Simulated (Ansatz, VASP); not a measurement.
## Two plane-wave programs on Mg2CdN2

```
Mg Cd N
1.0
     3.55288    0.00000    0.00000
    -1.77644    3.07689    0.00000
     0.00000    0.00000    5.98383
Mg Cd N
2 1 2
Direct
  0.66667 0.33333 0.15344
  0.33333 0.66667 0.84656
  0.00000 0.00000 0.50000
  0.66667 0.33333 0.77223
  0.33333 0.66667 0.22777
```

Alike in both runs: task single point; functional PBE; k mesh 3 × 3 × 2; occupations fermi-dirac, width 0.011 eV; no spin polarisation; Hubbard terms Cd d U = 3.5 eV, J = 0.48 eV.

|  | VASP | Ansatz |
| --- | --- | --- |
| version | VASP 6.6.1 | Ansatz 0.2.0 |
| potentials or method | VASP PAW PBE potentials, release 64 (Mg, Cd, N), cutoff 600 eV | scalar-relativistic, plane waves, PAW |
| valence electrons in the cell | 26 | 50 |

```csv
,VASP,Ansatz,Ansatz less VASP
gap on the k mesh at the Fermi level (eV),0.46,0.42,-0.040
least direct gap on the mesh (eV),0.68,0.67,-0.007
pressure (GPa),-1.4,-0.6,+0.79
"traceless stress, the component that is largest in VASP (GPa)",-0.47,-0.41,+0.057
rms of the force components (eV/Å),0.011,0.021,+0.0107
```

The programs project onto different local orbitals, so the same U acts differently, and such runs can settle in different states. Atom by atom the forces differ by 0.016 eV/Å (rms over components). VASP's potentials hold 26 valence electrons a cell and Ansatz's 50, so a difference there can come from the potentials and not from the codes. Ansatz's warnings: force scf threshold loose, stress scf threshold loose.

The k mesh is coarse, so the values compare programs but aren't converged.
